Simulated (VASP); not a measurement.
Crystal: Zr.

```xyz
2
Lattice="3.1440 0.0000 0.0000 -1.5720 2.7228 0.0000 0.0000 0.0000 5.0895" Properties=species:S:1:pos:R:3 pbc="T T T"
Zr    0.0000    1.8152    1.2724
Zr    1.5720    0.9076    3.8171
```

Program: VASP 6.6.1. Alike in all runs: task single point; level LDA; potentials or basis VASP PAW LDA potentials, release 64 (Zr_sv); no spin polarisation; cell as given; cutoff (eV) 520.

**Question.** Order these runs on this cell by their pressure, lowest first.
A. k mesh 12 × 12 × 6; smearing gaussian 1 eV
B. k mesh 12 × 12 × 6; smearing fermi-dirac 1 eV
C. k mesh 12 × 12 × 6; smearing fermi-dirac 0.6 eV
D. k mesh 2 × 2 × 1; smearing fermi-dirac 0.1 eV
E. k mesh 12 × 12 × 6; smearing fermi-dirac 0.1 eV

**Answer.** D (-1.5 GPa), E (0.2 GPa), A (2.4 GPa), C (5.4 GPa), B (12.1 GPa).

Caveats: some runs use coarse meshes.
